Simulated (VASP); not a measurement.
A run of VASP 6.6.1 is set up as follows.

The input POSCAR:

```
RbCl
1.0
    0.0000000000      3.2740000000      3.2740000000
    3.2740000000      0.0000000000      3.2740000000
    3.2740000000      3.2740000000      0.0000000000
Rb Cl
1 1
Direct
    0.0000000000      0.0000000000      0.0000000000
    0.5000000000      0.5000000000      0.5000000000
```

Contents of INCAR.step1:

```
SYSTEM = RbCl
PREC = Accurate
ENCUT = 550
ISMEAR = 0
SIGMA = 0.01
LREAL = .FALSE.
LASPH = .TRUE.
NELM = 120
GGA = PE
ALGO = Normal
EDIFF = 1E-5
LWAVE = .TRUE.
LCHARG = .FALSE.
GGA_COMPAT = .FALSE.
IBRION = 2
ISIF = 3
EDIFFG = -0.005
NELMIN = 4
NSW = 100
```

INCAR.step2

```
SYSTEM = RbCl
PREC = Accurate
ENCUT = 550
EDIFF = 1E-7
ISMEAR = 0
SIGMA = 0.01
LREAL = .FALSE.
LASPH = .TRUE.
NELM = 120
ALGO = Normal
ISIF = 3
LWAVE = .FALSE.
LCHARG = .FALSE.
METAGGA = R2SCAN
LMIXTAU = .TRUE.
IBRION = 2
NSW = 80
EDIFFG = -0.02
ISTART = 1
GGA_COMPAT = .FALSE.
NELMIN = 4
```

KPOINTS

```
Automatic mesh
0
G
  6 6 6
  0 0 0
```

Potentials or basis: VASP PAW PBE potentials, release 64 (Rb_sv, Cl).

The run is started by

```console
$ cat potpaw_PBE.64/Rb_sv/POTCAR potpaw_PBE.64/Cl/POTCAR > POTCAR
$ cp INCAR.step1 INCAR
$ mpirun -np 1 vasp_std > vasp.out
$ cp INCAR.step2 INCAR
$ mpirun -np 1 vasp_std > vasp.out
```

Question: Estimate the band gap on the k mesh.

Answer: 5.55 eV.

Question: Predict the relaxed cell.

Answer: a = 4.679 Å, b = 4.679 Å, c = 4.679 Å, α = 60.00°, β = 60.00°, γ = 60.00°.

Question: What does it give for the relaxed volume?

Answer: 36.21 Å³/atom.

Step by step:
```csv
step,energy change (eV),largest force (eV/Å),pressure (GPa),volume (Å³)
1,0.0000,0.0000,0.56,70.19
2,-0.0031,0.0000,0.23,71.45
3,-0.0037,0.0000,-0.01,72.42
```

Caveat: the PAW data sets were made with another functional, which shifts forces and pressure a little. r2SCAN opens gaps a little over a GGA but as a rule still falls short of measured ones.
